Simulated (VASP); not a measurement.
Set up this calculation in VASP 6.6.1, as the native input.

```
Task                   : single point
Functional             : PBEsol
Potentials or basis    : VASP PAW PBE potentials, release 64 (Sc_sv, Al)
Cutoff                 : 520 eV
k mesh                 : 16 × 16 × 16
Occupations            : gaussian, width 0.15 eV
Spin                   : no spin polarisation
Dipole correction      : no
Further INCAR settings : ALGO = Fast; EDIFF = 1e-06; NBANDS = 18
```

The structure of ScAl3 lies in POSCAR:

```
ScAl3
1.0
   -2.0156962782      2.0156962782      4.3698183015
    2.0156962782     -2.0156962782      4.3698183015
    2.0156962782      2.0156962782     -4.3698183015
Sc Al
1 3
Direct
    0.0000000000      0.0000000000      0.0000000000
    0.7500000000      0.2500000000      0.5000000000
    0.2500000000      0.7500000000      0.5000000000
    0.5000000000      0.5000000000      0.0000000000
```

This cell differs from its parent crystal: strain +0.0100 x Voigt [1, 1, 0, 0, 0, 0].

One way to write it, as run:

INCAR

```
SYSTEM = ScAl3
PREC = Accurate
ENCUT = 520
EDIFF = 1E-6
ISMEAR = 0
SIGMA = 0.15
LREAL = .False.
LASPH = .True.
NELM = 100
ALGO = Fast
ISIF = 2
LWAVE = .False.
LCHARG = .True.
GGA = PS
LELF = .True.
LVHAR = .True.
NBANDS = 18
```

KPOINTS

```
regular mesh
0
Gamma
  16 16 16
  0 0 0
```

Potentials or basis: VASP PAW PBE potentials, release 64 (Sc_sv, Al).

The run is started by

```sh
$ cat potpaw_PBE.64/Sc_sv/POTCAR potpaw_PBE.64/Al/POTCAR > POTCAR
$ mpirun -np 1 vasp_std > vasp.out
```

It gave:

```yaml
Pressure: -1.6 GPa
Band_gap_on_the_k_mesh: zero (bands 10 and 11 overlap by 1.94 eV)
```

Caveat: the cell differs from its parent crystal (strain +0.0100 x Voigt [1, 1, 0, 0, 0, 0]); the PAW data sets were made with another functional, which shifts forces and pressure a little.

Wall time 18 min on 1 thread of Oxide Virtual Turin-like Processor, on a shared host, peak memory 0.53 GiB.
